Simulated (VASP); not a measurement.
# Ge13H7 in VASP: further runs, part 2 of 2

VASP 6.6.1. Earlier steps stand in the parts before.

### 3 Single point, PBE

The input, INCAR:

```
SYSTEM = Ge13H7
  PREC = Accurate
  ENCUT = 410
  EDIFF = 1E-6
  ISMEAR = -1
  SIGMA = 0.05
  LREAL = Auto
  LASPH = .TRUE.
  NELM = 120
  ALGO = Normal
  ISIF = 2
  LWAVE = .FALSE.
  LCHARG = .FALSE.
  GGA = PE
  NBANDS = 110
  ISYM = -1
  GGA_COMPAT = .FALSE.
```

The input, KPOINTS:

```
explicit points
1
Reciprocal
  0.25000000   0.25000000   0.25000000 1
```

The input, POSCAR:

```
Ge13H7
1.0
    6.8906340000      0.2594100000      0.1123140000
    0.2594100000      7.1389950000      0.0092880000
    0.1123140000      0.0092880000      7.2079550000
H Ge
7 13
Direct
    0.1687795736      0.5314285633      0.9247453380
    0.3998306557      1.0026726685      0.2282259803
    0.8598524169      0.0825319083      0.0343242958
    0.6035743378      0.9346107938      0.8447456299
    0.1534769496      0.7140052150      0.7864862793
    0.3647931272      1.0062852639      0.6865360906
    0.9337703295     -0.0076863157      0.0324298514
    0.1072247452      0.3188814372      0.9549788240
    0.4792213116      0.1119251588      0.9897771527
    0.1049937834      0.3259609178      0.5971361091
    0.9666806695      0.4702893148      0.3076336048
    0.5305276712      0.7406007670      0.3566585273
    0.8172503522      0.8094074496      0.7160153702
    0.6905922056      0.5554754524      0.9195735227
    0.2395570004      0.8032926705      0.1215719872
    0.6798399927      0.3052829346      0.3165766134
    1.0095170984      0.9386485989      0.4069245616
    0.4564926909      0.3333068948      0.6667717439
    0.3728996062      0.4563135316      0.1781968552
    0.2757076052      0.7987435895      0.6239447174
```

Potentials or basis: VASP PAW PBE potentials, release 64 (H, Ge_d).

Started as:

```
> cat potpaw_PBE.64/H/POTCAR potpaw_PBE.64/Ge_d/POTCAR > POTCAR
> mpirun -np 1 vasp_std > vasp.out
```

OUTCAR:

```text
SYSTEM = Ge13H7
   PREC = Accurate
   ENCUT = 410
   EDIFF = 1E-6
   ISMEAR = -1
   LREAL = Auto
   LASPH = .TRUE.
   NELM = 120
   ISIF = 2
   GGA = PE
   ISYM = -1

 ion  position               nearest neighbor table
   1  0.169  0.531  0.925-   8 1.62
   2  0.400  0.003  0.228-
   3  0.860  0.083  0.034-   7 0.79
   4  0.604  0.935  0.845-   9 1.80  13 1.89
   5  0.153  0.714  0.786-  20 1.57
   6  0.365  0.006  0.687-  20 1.71
   7  0.934  0.992  0.032-   3 0.79
   8  0.107  0.319  0.955-   1 1.62  10 2.58  19 2.72  11 2.88   9 2.88
   9  0.479  0.112  0.990-   4 1.80  18 2.81  19 2.85   8 2.88
  10  0.105  0.326  0.597-  18 2.50  11 2.51   8 2.58
  11  0.967  0.470  0.308-  16 2.38  10 2.51   8 2.88  19 2.92
  12  0.531  0.741  0.357-  20 2.58  15 2.68  19 2.72
  13  0.817  0.809  0.716-   4 1.89  14 2.52  17 2.75
  14  0.691  0.555  0.920-  13 2.52
  15  0.240  0.803  0.122-  19 2.61  12 2.68  17 2.69
  16  0.680  0.305  0.317-  11 2.38  19 2.54  18 2.91
  17  0.010  0.939  0.407-  20 2.59  15 2.69  13 2.75
  18  0.456  0.333  0.667-  10 2.50   9 2.81  16 2.91
  19  0.373  0.456  0.178-  16 2.54  15 2.61   8 2.72  12 2.72   9 2.85  11 2.92
  20  0.276  0.799  0.624-   5 1.57   6 1.71  12 2.58  17 2.59

IMPORTANT INFORMATION: All symmetrisations will be switched off!
NOSYMM: (Re-)initialisation of all symmetry stuff for point group C_1.

----------------------------------------------------------------------------------------

                                     Primitive cell

  volume of cell :     354.0000

  direct lattice vectors                    reciprocal lattice vectors
     6.890634000  0.259410000  0.112314000     0.145360072 -0.005279018 -0.002258191
     0.259410000  7.138995000  0.009288000    -0.005279018  0.140267691 -0.000098488
     0.112314000  0.009288000  7.207955000    -0.002258191 -0.000098488  0.138770919

  length of vectors
     6.896429867  7.143712580  7.208835966     0.145473427  0.140367029  0.138789327

  position of ions in fractional coordinates (direct lattice)
     0.168779574  0.531428563  0.924745338
     0.399830656  0.002672668  0.228225980
     0.859852417  0.082531908  0.034324296
     0.603574338  0.934610794  0.844745630
     0.153476950  0.714005215  0.786486279
     0.364793127  0.006285264  0.686536091
[... 12 lines left out ...]
     0.372899606  0.456313532  0.178196855
     0.275707605  0.798743589  0.623944717

  ion indices of the primitive-cell ions
   primitive index   ion index
                 1           1
                 2           2
                 3           3
                 4           4
                 5           5
                 6           6
[... 12 lines left out ...]
                19          19
                20          20

----------------------------------------------------------------------------------------

 KPOINTS: explicit points

Read explicit list of k-points.

 Found      1 k-points:

 Following reciprocal coordinates:
            Coordinates               Weight
  0.250000  0.250000  0.250000      1.000000
   k-points           NKPTS =      1   k-points in BZ     NKDIM =      1   number of bands    NBANDS=    110
   number of dos      NEDOS =    301   number of ions     NIONS =     20
   total plane-waves  NPLWV = 110592
   dimension x,y,z NGX =    48 NGY =   48 NGZ =   48
   dimension x,y,z NGXF=    96 NGYF=   96 NGZF=   96
   ions per type =               7  13
   NGX,Y,Z   is equivalent  to a cutoff of  11.57, 11.17, 11.07 a.u.
   NGXF,Y,Z  is equivalent  to a cutoff of  23.14, 22.34, 22.14 a.u.
 SYSTEM =  Ge13H7
   PREC   = accura    normal or accurate (medium, high low for compatibility)
   ISTART =      0    job   : 0-new  1-cont  2-samecut
   ICHARG =      2    charge: 1-file 2-atom 10-const
   ISPIN  =      1    spin polarized calculation?
   LNONCOLLINEAR =      F non collinear calculations
   LSORBIT =      F    spin-orbit coupling
   LASPH  =      T    aspherical Exc in radial PAW
   ENCUT  =  410.0 eV  30.13 Ry    5.49 a.u.  11.39 11.79 11.90*2*pi/ulx,y,z
   NELM   =    120;   NELMIN=  2; NELMDL= -5     # of ELM steps
   EDIFF  = 0.1E-05   stopping-criterion for ELM
   LREAL  =      T    real-space projection
   EDIFFG = 0.1E-04   stopping-criterion for IOM
   NSW    =      0    number of steps for IOM
   IBRION =     -1    ionic relax: 0-MD 1-quasi-New 2-CG
   NFREE  =      0    steps in history (QN), initial steepest desc. (CG)
   ISIF   =      2    stress and relaxation
   ISYM   =     -1    0-nonsym 1-usesym 2-fastsym
   POTIM  = 0.5000    time-step for ionic-motion
   TEBEG  =    0.0;   TEEND  =   0.0 temperature during run
   PSTRESS=    0.0 pullay stress
   NELECT =     189.0000    total number of electrons
   NUPDOWN=      -1.0000    fix difference up-down
   EMIN   =  10.00;   EMAX   =-10.00  energy-range for DOS
   EFERMI =   0.00;   METHOD = LEGACY
   ISMEAR =    -1;   SIGMA  =   0.05  broadening in eV -4-tet -1-fermi 0-gaus
   EFERMI_NEDOS =   21; number of points for ismear=-14 and -15
   IALGO  =     38    algorithm
   IMIX   =      4    mixing-type and parameters
     AMIX     =   0.40;   BMIX     =  1.00
     AMIX_MAG =   1.60;   BMIX_MAG =  1.00
  volume/ion in A,a.u.               =      17.70       119.45
  Fermi-wavevector in a.u.,A,eV,Ry     =   1.328091  2.509727 23.998288  1.763824
  Thomas-Fermi vector in A             =   2.457354
   LORBIT       =      0    0 simple, 1 ext, 2 COOP (PROOUT), +10 PAW based schemes
   GGA     = PE    functional components
   LHFCALC =     F    Hartree Fock is set to
   AEXX    =    0.0000 exact exchange contribution
   IVDW    =     0    specifies the selected vdW correction
   LEPSILON=     F    determine dielectric tensor
   LRPA    =     F    only Hartree local field effects (RPA)
 non-spin polarized calculation
  energy-cutoff  :      410.00
  volume of cell :      354.00
 maximum number of plane-waves:      6693
 NGX is ok and might be reduce to    48
   NGX = 23   NGY = 23   NGZ = 23

 number of electron     188.9999998 magnetization

 Free energy of the ion-electron system (eV)
  ---------------------------------------------------
  ext. energy  EPLUGINS =         0.00000000
  ---------------------------------------------------
  free energy    TOTEN  =       -72.57132911 eV

  energy without entropy =      -72.49828172  energy(sigma->0) =      -72.53480542

 E-fermi :   3.5796     XC(G=0):  -9.6132

 val. band max:        3.5792347942   @ k =   0.2500   0.2500   0.2500
 cond. band min:       3.8933138922   @ k =   0.2500   0.2500   0.2500
 fundamental gap:      0.3140790980
 Fermi energy:         3.5795660431

 k-point     1 :       0.2500    0.2500    0.2500
  band No.  band energies     occupation
      1     -21.3068      2.00000
      2     -21.2884      2.00000
      3     -21.2305      2.00000
      4     -21.1903      2.00000
      5     -21.1679      2.00000
      6     -21.1079      2.00000
[... 98 lines left out ...]
    105       6.4993      0.00000
    106       6.8140      0.00000
 [bands above 106 left out]

------------------------ aborting loop because EDIFF is reached ----------------------------------------

  FORCE on cell =-STRESS in cart. coord.  units (eV):
  Direction    XX          YY          ZZ          XY          YZ          ZX
  --------------------------------------------------------------------------------------
  -------------------------------------------------------------------------------------
  Total       -1.9253936     -3.8691476      0.4653877      2.0042860      3.6080566      3.9975211
  in kB       -8.7141860    -17.5114694      2.1063094      9.0712471     16.3297914     18.0924784
  external PRESSURE =      -8.0397820 kB  Pullay stress =       0.0000000 kB

 VOLUME and BASIS-vectors are now :
 -----------------------------------------------------------------------------
  energy-cutoff  :      410.00
  volume of cell :      354.00
      direct lattice vectors                 reciprocal lattice vectors
     6.890634000  0.259410000  0.112314000     0.145360072 -0.005279018 -0.002258191
     0.259410000  7.138995000  0.009288000    -0.005279018  0.140267691 -0.000098488
     0.112314000  0.009288000  7.207955000    -0.002258191 -0.000098488  0.138770919

 POSITION                                       TOTAL-FORCE (eV/Angst)
 -----------------------------------------------------------------------------------
      1.40472      3.84624      6.68942         0.158066      0.127165     -0.147421
      2.78141      0.12492      1.68997        -0.060456     -0.423971     -0.321187
      5.95019      0.81257      0.34475         0.284499     -0.657001      0.017712
      4.49633      6.83660      6.16536         0.555945     -0.255008      0.046705
      1.33111      5.14440      5.69283         0.173758     -0.063018      0.116024
      2.59239      0.14588      4.98955        -0.544682     -0.861804      0.103684
[... 12 lines left out ...]
      2.70790      3.35601      1.33055         0.193807      0.275528      0.223574
      2.17708      5.77954      4.53575         0.532026      1.324913     -0.160893
 -----------------------------------------------------------------------------------
    total drift:                                0.001715     -0.004136     -0.000804

  FREE ENERGIE OF THE ION-ELECTRON SYSTEM (eV)
  ---------------------------------------------------
  free  energy   TOTEN  =       -72.5713291072 eV

  energy  without entropy=      -72.4982817248  energy(sigma->0) =      -72.53480542
```

Wall time 60 s (1 thread of Intel Xeon Platinum 8375C at 2.90GHz (Ice Lake), shared host); peak memory 0.32 GiB.

What came out:

* Free energy: -72.5713 eV
* Pressure: -0.8 GPa
* Largest force: 1.437 eV/Å
* Band gap on the k mesh: zero (an odd number of electrons rules out a gap without spin polarisation)

Forces on the atoms (eV/Å):
```
H    0.158  0.127 -0.147
H   -0.060 -0.424 -0.321
H    0.284 -0.657  0.018
H    0.556 -0.255  0.047
H    0.174 -0.063  0.116
H   -0.545 -0.862  0.104
H   -0.468  0.698 -0.025
Ge  -0.286  0.187 -0.130
Ge  -0.707 -0.254 -0.440
Ge  -0.606 -0.225 -0.188
Ge   0.687  0.449  0.350
Ge   0.525 -0.341  0.459
Ge  -0.857  0.261 -0.199
Ge  -0.230 -0.968 -0.155
Ge   0.240  1.022 -0.371
Ge  -0.791 -0.651  0.433
Ge   0.088  0.248  0.094
Ge   1.113  0.109  0.293
Ge   0.194  0.276  0.224
Ge   0.532  1.325 -0.161
```

Stress tensor (GPa, compression positive):
```
-0.87  0.91  1.81
 0.91 -1.75  1.63
 1.81  1.63  0.21
```

Levels at points of the mesh, in eV from the Fermi level:
```
           k point  band 91  band 92  band 93  band 94  band 95  band 96  band 97  band 98  band 99  band 100
(0.25, 0.25, 0.25)    -1.11    -0.94    -0.54    -0.28     0.00     0.31     0.66     0.84     1.08      1.55
```

Caveat: the atoms stand as in a frame of molecular dynamics.
